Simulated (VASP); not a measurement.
# Zn4Se3S in VASP: a series of runs, part 2 of 2

VASP 6.6.1. Earlier steps stand in the parts before.

**4. Single point, PBE**

Contents of INCAR:

```
SYSTEM = Zn4Se3S
ALGO = Normal ; EDIFF = 1E-6
ENCUT = 520 ; GGA = PE
ISIF = 2 ; ISMEAR = 0
LASPH = .TRUE. ; LCHARG = .FALSE.
LREAL = .FALSE. ; LWAVE = .FALSE.
NBANDS = 46 ; NELM = 100
PREC = Accurate ; SIGMA = 0.1
```

Contents of KPOINTS:

```
k-points
0
G
  4 4 2
  0 0 0
```

Contents of POSCAR:

```
Zn4Se3S
1.0
   -4.0151035715     -0.0017598860      0.0019742228
    0.0027763149      0.0038301081     -5.6264074681
   -0.0034784547     -8.0333649243      0.0064091684
Zn Se S
4 3 1
Direct
    0.0003415687      0.0065054718      0.2589479629
    0.5008601281      0.4820429490      0.5000105744
   -0.0001074634      0.0065119322      0.7406372207
    0.4994003087      0.5054911412      0.0000345398
    0.4999938339      0.7499366150      0.2553763382
    0.4998039175      0.7500024739      0.7449071817
   -0.0007550762      0.2489353119      0.0000335261
    0.0004627824      0.2505741050      0.5000526563
```

Potentials or basis: VASP PAW PBE potentials, release 64 (Zn, Se, S).

Launch:

```bash
$ cat potpaw_PBE.64/Zn/POTCAR potpaw_PBE.64/Se/POTCAR potpaw_PBE.64/S/POTCAR > POTCAR
$ mpirun -np 1 vasp_std > vasp.out
```

OUTCAR:

```text
SYSTEM = Zn4Se3S
   EDIFF = 1E-6
   ENCUT = 520
   GGA = PE
   ISIF = 2
   ISMEAR = 0
   LASPH = .TRUE.
   LREAL = .FALSE.
   NELM = 100
   PREC = Accurate

 ion  position               nearest neighbor table
   1  0.000  0.007  0.259-   8 2.37   5 2.47   5 2.47   7 2.49
   2  0.501  0.482  0.500-   8 2.39   8 2.39   6 2.48   5 2.48
   3  1.000  0.007  0.741-   8 2.37   6 2.47   6 2.47   7 2.49
   4  0.499  0.505  0.000-   5 2.47   6 2.47   7 2.47   7 2.47
   5  0.500  0.750  0.255-   4 2.47   1 2.47   1 2.47   2 2.48
   6  0.500  0.750  0.745-   4 2.47   3 2.47   3 2.47   2 2.48
   7  0.999  0.249  0.000-   4 2.47   4 2.47   3 2.49   1 2.49
   8  0.000  0.251  0.500-   3 2.37   1 2.37   2 2.39   2 2.39

  LATTYP: Found a triclinic cell.
 ALAT       =     6.9089090044
 B/A-ratio  =     0.5811488384
 C/A-ratio  =     1.4185899197
 COS(alpha) =     0.0001487891
 COS(beta)  =     0.4666050251
 COS(gamma) =     0.5803463250

  Lattice vectors:

 A1 = (   4.0123272566,  -0.0020702221,   5.6244332453)
 A2 = (   4.0151035715,   0.0017598860,  -0.0019742228)
 A3 = (   0.0007021398,   8.0295348162,   5.6199982997)

Analysis of symmetry for initial positions (statically):
=====================================================================
 Subroutine PRICEL returns:
 Original cell was already a primitive cell.

 Routine SETGRP: Setting up the symmetry group for a
 triclinic supercell.

 Subroutine GETGRP returns: Found  1 space group operations
 (whereof  1 operations were pure point group operations)
 out of a pool of  2 trial point group operations.

The static configuration has the point symmetry C_1 .

Analysis of symmetry for dynamics (positions and initial velocities):
=====================================================================
 Subroutine PRICEL returns:
 Original cell was already a primitive cell.

[... 136 lines left out ...]
  Fermi-wavevector in a.u.,A,eV,Ry     =   1.202940  2.273227 19.688512  1.447065
  Thomas-Fermi vector in A             =   2.338707
   LORBIT       =      0    0 simple, 1 ext, 2 COOP (PROOUT), +10 PAW based schemes
   GGA     = PE    functional components
   LHFCALC =     F    Hartree Fock is set to
   AEXX    =    0.0000 exact exchange contribution
   IVDW    =     0    specifies the selected vdW correction
   LEPSILON=     F    determine dielectric tensor
   LRPA    =     F    only Hartree local field effects (RPA)
 non-spin polarized calculation
 Gauss-broadening in eV      SIGMA  =   0.10
  energy-cutoff  :      520.00
  volume of cell :      181.48
 maximum number of plane-waves:      4912
 NGX is ok and might be reduce to    30
   NGX = 15   NGY = 21   NGZ = 29

 number of electron      72.0000036 magnetization

 Free energy of the ion-electron system (eV)
  ---------------------------------------------------
  ext. energy  EPLUGINS =         0.00000000
  ---------------------------------------------------
  free energy    TOTEN  =       -24.82091546 eV

  energy without entropy =      -24.82091546  energy(sigma->0) =      -24.82091546

 E-fermi :   2.0047     XC(G=0):  -9.2494

 val. band max:        1.5162808934   @ k =   0.0000   0.0000   0.0000
 cond. band min:       2.7998817570   @ k =   0.0000   0.0000   0.0000
 fundamental gap:      1.2836008636
 Fermi energy:         2.0047058349

 k-point     1 :       0.0000    0.0000    0.0000
  band No.  band energies     occupation
      1     -11.5605      2.00000
      2     -10.8182      2.00000
      3     -10.7999      2.00000
      4     -10.5185      2.00000
      5      -4.9632      2.00000
      6      -4.9576      2.00000
[... 969 lines left out ...]
     45       8.8686      0.00000
     46       8.8817      0.00000

------------------------ aborting loop because EDIFF is reached ----------------------------------------

  FORCE on cell =-STRESS in cart. coord.  units (eV):
  Direction    XX          YY          ZZ          XY          YZ          ZX
  --------------------------------------------------------------------------------------
  -------------------------------------------------------------------------------------
  Total        0.2484193      0.2703696      0.2212816     -0.0180503      0.0624148      0.0415427
  in kB        2.1931626      2.3869508      1.9535788     -0.1593566      0.5510272      0.3667585
  external PRESSURE =       2.1778974 kB  Pullay stress =       0.0000000 kB

 VOLUME and BASIS-vectors are now :
 -----------------------------------------------------------------------------
  energy-cutoff  :      520.00
  volume of cell :      181.48
      direct lattice vectors                 reciprocal lattice vectors
    -4.015103572 -0.001759886  0.001974223    -0.249059685  0.000107745 -0.000122824
     0.002776315  0.003830108 -5.626407468    -0.000087329 -0.000141761 -0.177733446
    -0.003478455 -8.033364924  0.006409168     0.000054520 -0.124480929 -0.000084712

 POSITION                                       TOTAL-FORCE (eV/Angst)
 -----------------------------------------------------------------------------------
     -0.00225     -2.08020     -0.03494         0.002596     -0.011085     -0.004545
     -2.01141     -4.01580     -2.70798         0.004026      0.000151     -0.000450
     -4.01723     -5.95154     -0.02992        -0.003087      0.005344     -0.004614
     -2.00374      0.00078     -2.84311        -0.002402      0.003200      0.008286
     -2.00633     -2.04954     -4.21683        -0.001354      0.005269      0.003316
     -2.00727     -5.98212     -4.21406         0.002297     -0.006886      0.006466
     -4.01138     -0.00107     -1.39864        -0.003324      0.001360     -0.013255
     -0.00290     -4.01615     -1.40663         0.001248      0.002648      0.004798
 -----------------------------------------------------------------------------------
    total drift:                                0.000343     -0.000482     -0.000724

  FREE ENERGIE OF THE ION-ELECTRON SYSTEM (eV)
  ---------------------------------------------------
  free  energy   TOTEN  =       -24.8209154586 eV

  energy  without entropy=      -24.8209154586  energy(sigma->0) =      -24.82091546
```

Run time: 100 s. Hardware: 1 thread of Intel Xeon 6975P-C (Granite Rapids), shared host; peak memory 0.33 GiB.

What came out:

* Free energy: -24.8209 eV
* Pressure: 0.2 GPa
* Largest force: 0.014 eV/Å
* Band gap on the k mesh: 1.28 eV

Forces in eV/Å, atoms in the order of the input:
```
Zn   0.003 -0.011 -0.005
Zn   0.004  0.000  0.000
Zn  -0.003  0.005 -0.005
Zn  -0.002  0.003  0.008
Se  -0.001  0.005  0.003
Se   0.002 -0.007  0.006
Se  -0.003  0.001 -0.013
S    0.001  0.003  0.005
```

**5. Overview**

| cell | k mesh | gap on the mesh (eV) | pressure (GPa) |
| --- | --- | --- | --- |
| a = 4.002, b = 8.009, c = 5.657 Å, 8 atoms, atomic positions A | 4 × 2 × 4 | 1.28 | 0.3 |
| a = 4.002, b = 5.657, c = 8.009 Å, 8 atoms, atomic positions A | 4 × 4 × 2 | 1.28 | 0.3 |
| a = 4.015, b = 5.626, c = 8.033 Å, angles 90.1, 90.0, 90.1°, 8 atoms, atomic positions B | 4 × 4 × 2 | 1.28 | 0.2 |

Alike in all rows: task single point; level PBE; potentials or basis VASP PAW PBE potentials, release 64 (Zn, Se, S); no spin polarisation; cutoff (eV) 520; smearing gaussian 0.1 eV.

Absolute energies hang on the potentials; compare differences alone.
